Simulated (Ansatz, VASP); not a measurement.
**Ge in VASP and in Ansatz**

File POSCAR:

```
Ge
1.0
    0.0000000000      2.8360149687      2.8360149687
    2.8360149687      0.0000000000      2.8360149687
    2.8360149687      2.8360149687      0.0000000000
Ge
2
Direct
    0.5000000000      0.5000000000      0.5000000000
    0.7500000000      0.7500000000      0.7500000000
```

Contents of INCAR.step1:

```
PREC     = Accurate       # precision mode
ENCUT    = 520            # plane-wave cutoff, eV
ISMEAR   = 1              # smearing method
SIGMA    = 0.01           # smearing width, eV
LREAL    = F              # projectors in reciprocal space
LASPH    = T              # aspherical terms in the spheres
NELM     = 80             # most SCF steps
NBANDS   = 21             # bands
GGA      = PE             # functional
ALGO     = Normal         # electronic algorithm
EDIFF    = 1E-4           # SCF threshold, eV
LWAVE    = T              # write WAVECAR
LCHARG   = F              # write CHGCAR
```

Contents of INCAR.step2:

```
PREC     = Accurate       # precision mode
ENCUT    = 520            # plane-wave cutoff, eV
EDIFF    = 1E-6           # SCF threshold, eV
ISMEAR   = 1              # smearing method
SIGMA    = 0.01           # smearing width, eV
LREAL    = F              # projectors in reciprocal space
LASPH    = T              # aspherical terms in the spheres
NELM     = 80             # most SCF steps
ALGO     = Normal         # electronic algorithm
ISIF     = 2              # what is computed and relaxed
LWAVE    = F              # write WAVECAR
LCHARG   = F              # write CHGCAR
METAGGA  = R2SCAN         # meta-GGA
LMIXTAU  = T            
NBANDS   = 21             # bands
ISTART   = 1
```

KPOINTS

```
Automatic mesh
0
Gamma
  10 10 10
```

Input for Ansatz:

```yaml
crystal:
  lattice:
    - [0.0, 2.8360149687, 2.8360149687]
    - [2.8360149687, 0.0, 2.8360149687]
    - [2.8360149687, 2.8360149687, 0.0]
  atoms:
    - { symbol: Ge, position: [0.5, 0.5, 0.5] }
    - { symbol: Ge, position: [0.75, 0.75, 0.75] }
hamiltonian:
  xc: r2scan
  pseudopotentials:
    kind: paw
    azcp:
      Ge: "pseudopotentials/Ge.paw.azcp"
basis:
  ecutwfc: 500
  fft_grid_basis: typed
kpoints:
  mp_grid: { grid: [10, 10, 10], shift: [0, 0, 0] }
magnetization:
  spin_polarized: false
scf:
  occupations: { method: methfessel_paxton, width: 0.01 }
  lower_state_search: "off"
output:
  stress: true
  write_density: true
  write_potential: true
  elf: true
  volumetric_format: npy
```

Alike in both runs: task single point; functional r2SCAN; k mesh 10 × 10 × 10; occupations methfessel-paxton of order 1, width 0.01 eV; no spin polarisation.

```csv
,VASP,Ansatz
version,VASP 6.6.1,Ansatz 0.2.0
potentials or method,"VASP PAW PBE potentials, release 64 (Ge_d), cutoff 520 eV","plane waves (500 eV) with PAW, scalar-relativistic"
valence electrons in the cell,28,28
```

Ansatz gave:

| Item | Value |
| --- | --- |
| gap on the k mesh at the Fermi level (eV) | 0.37 |
| pressure (GPa) | 0.1 |

Q: What did VASP give for the same quantities?

A: gap on the k mesh at the Fermi level (eV): 0.33; pressure (GPa): 0.1.

VASP's potentials were made for PBE, not for r2SCAN.
